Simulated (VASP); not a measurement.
Al16BN15 (a cell with a defect):

```
Al N B
1.0
     6.25951    0.00000    0.00000
    -3.12976    5.42090    0.00000
     0.00000    0.00000   10.03481
Al N B
16 15 1
Direct
  0.33747 0.16223 0.24746
  0.16057 0.33879 0.49926
  0.33078 0.17072 0.74910
  0.16838 0.33082 0.00171
  0.34430 0.66270 0.25240
  0.17441 0.85565 0.49623
  0.32738 0.66665 0.75259
  0.17311 0.83225 0.99582
  0.83747 0.15601 0.25219
  0.64384 0.32473 0.49572
  0.83402 0.17284 0.75242
  0.66725 0.32673 0.99584
  0.85466 0.64510 0.23547
  0.65173 0.84680 0.51665
  0.83105 0.67093 0.74590
  0.67076 0.82798 0.99889
  0.32373 0.17558 0.43509
  0.17217 0.32803 0.19086
  0.33312 0.16687 0.93751
  0.16512 0.33527 0.68948
  0.32669 0.67556 0.44155
  0.18777 0.83066 0.18231
  0.33473 0.66278 0.94080
  0.16763 0.83679 0.68863
  0.82362 0.17193 0.44139
  0.66898 0.31210 0.18229
  0.83548 0.16420 0.94104
  0.66584 0.33474 0.68841
  0.68127 0.81986 0.19402
  0.83598 0.66384 0.93801
  0.66096 0.83940 0.70132
  0.81949 0.67990 0.43549
```

Program: VASP 6.6.1. Alike in all runs: task single point; potentials or basis VASP PAW PBE potentials, release 64 (Al, N, B); no spin polarisation; cell as given; cutoff (eV) 520.

Q: Order these runs on this cell by their band gap on the k mesh, lowest first.
A. level r2SCAN; k mesh 1 × 1 × 1, shifted; smearing fermi-dirac 0.01 eV
B. level HSE06; k mesh 1 × 1 × 1, shifted; smearing fermi-dirac 0.01 eV; grid for exact exchange (PRECFOCK) Fast; mended yes; share of exact exchange 0.25; screening parameter 0.2079 1/Å
C. level PBE; k mesh 2 × 2 × 2, shifted; smearing fermi-dirac 0.01 eV
D. level PBE; k mesh 1 × 1 × 1, shifted; smearing gaussian 0.01 eV

A: C (metal), D (0.26 eV), A (0.42 eV), B (1.66 eV).

Caveats: some runs use coarse meshes.

A k mesh can miss the band edges, odd and even meshes differently.
